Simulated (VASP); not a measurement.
Here is a VASP 6.6.1 calculation.

Contents of INCAR:

```
SYSTEM = ZnS
ALGO     = Normal         ! electronic algorithm
EDIFF    = 1E-6           ! SCF threshold, eV
ENCUT    = 520            ! plane-wave cutoff, eV
GGA      = CA             ! functional
ISIF     = 2              ! what is computed and relaxed
ISMEAR   = 0              ! smearing method
LASPH    = .True.         ! aspherical terms in the spheres
LCHARG   = .True.         ! write CHGCAR
LELF     = .True.         ! ELF
LREAL    = .False.        ! projectors in reciprocal space
LVHAR    = .True.       
LWAVE    = .False.        ! write WAVECAR
NBANDS   = 26             ! bands
NELM     = 80             ! most SCF steps
PREC     = Accurate       ! precision mode
SIGMA    = 0.01           ! smearing width, eV
```

The input KPOINTS:

```
k-points
0
Gamma
  6 6 4
  0 0 0
```

File POSCAR:

```
ZnS
1.0
    3.7382324346      0.0000000000      0.0000000000
   -1.8691162173      3.2374042537      0.0000000000
    0.0000000000      0.0000000000      6.1429976498
Zn S
2 2
Direct
    0.3333333333      0.6666666667      0.0055913297
    0.6666666667      0.3333333333      0.5055913297
    0.3333333333      0.6666666667      0.3794086703
    0.6666666667      0.3333333333      0.8794086703
```

Potentials or basis: VASP PAW LDA potentials, release 64 (Zn, S).

Command:

```console
$ cat potpaw_LDA.64/Zn/POTCAR potpaw_LDA.64/S/POTCAR > POTCAR
$ mpirun -np 1 vasp_std > vasp.out
```

Problem. What does it give for the band gap on the k mesh?

Solution. 2.23 eV, direct.

Problem. Predict the pressure.

Solution. 0.3 GPa.

LDA gaps usually lie below the measured ones, often by a third to a half.
